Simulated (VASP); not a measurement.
PbS:

```
CELL_PARAMETERS angstrom
0.00000 2.96575 2.96575
2.96575 0.00000 2.96575
2.96575 2.96575 0.00000
ATOMIC_POSITIONS crystal
Pb 0.00000 0.00000 0.00000
S 0.50000 0.50000 0.50000
```

* Program: VASP 6.6.1
* Task: relaxation of cell and atoms
* Functional: PBE
* Potentials or basis: VASP PAW PBE potentials, release 64 (Pb_d, S)
* Cutoff: 500 eV
* k mesh: 6 × 6 × 6
* Occupations: fermi-dirac, width 0.1 eV
* Spin: no spin polarisation

At the start: pressure 2.1 GPa; volume 26.09 Å³/atom.

Question: How do energy, volume and symmetry change on relaxing?

Answer: Over 3 steps the energy falls by 6.1 meV/atom and the volume is 27.06 Å³/atom (+3.7 %); space group Fm-3m (No. 225, to 0.1 Å) before and after.

The path:
| step | energy change (eV) | largest force (eV/Å) | pressure (GPa) | volume (Å³) |
| --- | --- | --- | --- | --- |
| 1 | 0.0000 | 0.0000 | 2.08 | 52.17 |
| 2 | -0.0110 | 0.0000 | -0.61 | 54.77 |
| 3 | -0.0123 | 0.0000 | 0.01 | 54.12 |

Final structure:
```cif
data_structure
_symmetry_space_group_name_H-M 'P 1'
_symmetry_Int_Tables_number 1
_cell_length_a 4.2458
_cell_length_b 4.2458
_cell_length_c 4.2458
_cell_angle_alpha 60.000
_cell_angle_beta 60.000
_cell_angle_gamma 60.000
_cell_volume 54.12
loop_
_atom_site_label
_atom_site_type_symbol
_atom_site_fract_x
_atom_site_fract_y
_atom_site_fract_z
_atom_site_occupancy
Pb1 Pb 0.00000 0.00000 0.00000 1
S1 S 0.50000 0.50000 0.50000 1
```
